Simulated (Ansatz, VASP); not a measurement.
## Be: VASP beside Ansatz

```
CELL_PARAMETERS angstrom
3.74681 0.00000 0.00000
0.00000 3.74681 0.00000
0.00000 0.00000 2.28128
ATOMIC_POSITIONS crystal
Be 0.29490 0.28323 0.97115
Be 0.69737 0.71799 0.98659
Be 0.20684 0.76846 0.55103
Be 0.80089 0.23031 0.49123
```

Alike in both runs: task single point; functional LDA; k mesh 4 × 4 × 6; no spin polarisation.

|  | VASP | Ansatz |
| --- | --- | --- |
| version | VASP 6.6.1 | Ansatz 0.2.0 |
| potentials or method | VASP PAW LDA potentials, release 64 (Be), cutoff 600 eV | plane waves, PAW |
| occupations | fermi-dirac, width 0.1 eV | fermi-dirac |
| valence electrons in the cell | 8 | 8 |

|  | VASP | Ansatz | Ansatz less VASP |
| --- | --- | --- | --- |
| rms of the force components (eV/Å) | 0.510 | 0.509 | -0.0011 |

LDA's correlation is that of Perdew and Zunger in VASP and of Perdew and Wang (1992) in Ansatz. Atom by atom the forces differ by 0.001 eV/Å (rms over components).

The k mesh is coarse, so the values compare programs but aren't converged.
